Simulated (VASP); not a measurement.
Write the native input for VASP 6.6.1 that does the following.

- Task: single point
- Functional: PBEsol
- Potentials or basis: VASP PAW PBE potentials, release 64 (Sr_sv, Cl)
- Cutoff: 520 eV
- k mesh: 6 × 6 × 6
- Occupations: gaussian, width 0.05 eV
- Spin: no spin polarisation
- Dipole correction: no
- Further INCAR settings: ALGO = Normal; EDIFF = 1e-07; NBANDS = 19

The structure of SrCl2 lies in POSCAR:

```
SrCl2
1.0
    0.0000000000      3.4855000000      3.4855000000
    3.4855000000      0.0000000000      3.4855000000
    3.4855000000      3.4855000000      0.0000000000
Sr Cl
1 2
Direct
    0.0000000000      0.0000000000      0.0000000000
    0.2530995422      0.2764257086      0.2089976312
    0.7469004578      0.7235742914      0.7910023688
```

This cell differs from its parent crystal: atoms displaced along a vibrational mode.

One way to write it, as run:

INCAR

```
SYSTEM = SrCl2
ALGO = Normal ; EDIFF = 1E-7
ENCUT = 520 ; GGA = PS
ISIF = 2 ; ISMEAR = 0
LASPH = .True. ; LCHARG = .False.
LREAL = .False. ; LWAVE = .False.
NBANDS = 19 ; NELM = 80
PREC = Accurate ; SIGMA = 0.05
```

KPOINTS

```
k-points
0
Gamma
  6 6 6
  0 0 0
```

Potentials or basis: VASP PAW PBE potentials, release 64 (Sr_sv, Cl).

Launch:

```bash
$ cat potpaw_PBE.64/Sr_sv/POTCAR potpaw_PBE.64/Cl/POTCAR > POTCAR
$ mpirun -np 1 vasp_std > vasp.out
```

It gave:

```
Pressure               : -0.3 GPa
Largest force          : 0.630 eV/Å
Band gap on the k mesh : 5.01 eV (least direct gap 5.31 eV)
```

Caveat: the cell differs from its parent crystal (atoms displaced along a vibrational mode); the PAW data sets were made with another functional, which shifts forces and pressure a little.

Run time: 6.1 min on 1 thread of Oxide Virtual Turin-like Processor (shared host), peak memory 0.31 GiB.
